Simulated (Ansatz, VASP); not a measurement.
## Bi2Te2O3 in VASP and in Ansatz

```
Bi Te O
1.0
     5.81294   -2.15077   -0.14589
     5.81294    2.15077   -0.14589
    -4.03138    0.00000    7.09623
Bi Te O
2 2 3
Cartesian
  -2.1474 0.0000 6.0282
  9.7419 0.0000 0.7762
  6.5979 0.0000 2.3998
  0.9966 0.0000 4.4047
  3.1386 0.0000 0.6776
  4.4559 0.0000 6.1268
  0.0000 0.0000 0.0000
```

Change from the starting cell: species swapped into the Y2Al3Si2 type (C2/m, No. 12).

Alike in both runs: functional PBE; k mesh 8 × 8 × 6; occupations gaussian, width 0.1 eV; no spin polarisation.

Ansatz relaxed the structure, and its values are those at the end. VASP's run is a single point on that final structure, the one shown.

|  | VASP | Ansatz |
| --- | --- | --- |
| version | VASP 6.6.1 | Ansatz 0.2.0 |
| potentials or method | VASP PAW PBE potentials, release 64 (Bi_d, Te, O), cutoff 520 eV | scalar-relativistic, plane waves, PAW |
| valence electrons in the cell | 60 | 80 |

Ansatz gave:

| Property | Result |
| --- | --- |
| gap on the k mesh at the Fermi level (eV) | none |
| pressure (GPa) | 0.0 |
| rms of the force components (eV/Å) | 0.001 |

Question: Which values does VASP return?

Answer: gap on the k mesh at the Fermi level (eV): none; pressure (GPa): 0.1; rms of the force components (eV/Å): 0.022.

A gap of «none» marks a metal or a gap that the smearing closes. VASP's potentials hold 60 valence electrons a cell and Ansatz's 80, so a difference there can come from the potentials and not from the codes.

Neither program's run includes spin-orbit coupling.
